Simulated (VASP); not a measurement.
A run of VASP 6.6.1:

Contents of INCAR:

```
PREC = Accurate ; ENCUT = 520
EDIFF = 1E-6 ; ISMEAR = -1
SIGMA = 0.1 ; LREAL = False
LASPH = True ; NELM = 100
ALGO = Normal ; ISIF = 2
LWAVE = False ; LCHARG = False
GGA = PS ; NBANDS = 26
```

KPOINTS

```
regular mesh
0
Gamma
  9 9 13
```

Contents of POSCAR:

```
Nb
1.0
    4.9511859140      0.0000000000      0.0000000000
   -2.4755929570      4.2878527804      0.0000000000
    0.0000000000      0.0000000000      2.7249080368
Nb
3
Direct
    0.0000000000      1.0000000000      1.0000000000
    0.3333333333      0.6666666667      0.5000000000
    0.6666666667      0.3333333333      0.5000000000
```

Potentials or basis: VASP PAW PBE potentials, release 64 (Nb_sv).

Launch:

```sh
$ cat potpaw_PBE.64/Nb_sv/POTCAR > POTCAR
$ mpirun -np 1 vasp_std > vasp.out
```

Hardware: 1 thread of Intel(R) Xeon(R) Platinum 8259CL CPU @ 2.50GHz (Skylake/Cascade Lake) (shared host).

Estimate the wall time of this run.

It took 100 s on 1 thread of Intel(R) Xeon(R) Platinum 8259CL CPU @ 2.50GHz (Skylake/Cascade Lake), with other jobs on the host, peak memory 0.24 GiB. Counts: scf iterations 14, k points 84.
